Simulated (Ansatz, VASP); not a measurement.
One calculation of PbF2, two programs

```
Pb F
1.0
     0.00000    3.07739    3.07739
     3.07739    0.00000    3.07739
     3.07739    3.07739    0.00000
Pb F
1 2
Direct
  0.00000 0.00000 0.00000
  0.25000 0.25000 0.25000
  0.75000 0.75000 0.75000
```

Alike in both runs: task single point; functional PBE; dispersion D3(BJ); k mesh 8 × 8 × 8; occupations gaussian, width 0.02 eV; no spin polarisation.

|  | VASP | Ansatz |
| --- | --- | --- |
| version | VASP 6.6.1 | Ansatz 0.2.0 |
| potentials or method | VASP PAW PBE potentials, release 64 (Pb_d, F), cutoff 520 eV | scalar-relativistic, plane waves, PAW |
| valence electrons in the cell | 28 | 28 |

```tsv
	VASP	Ansatz	Ansatz less VASP
gap on the k mesh at the Fermi level (eV)	4.36	4.36	+0.006
least direct gap on the mesh (eV)	4.53	4.53	+0.004
pressure (GPa)	-3.6	-3.4	+0.20
```

Ansatz's warnings: dispersion switch in reach.

Spin-orbit coupling is off throughout.
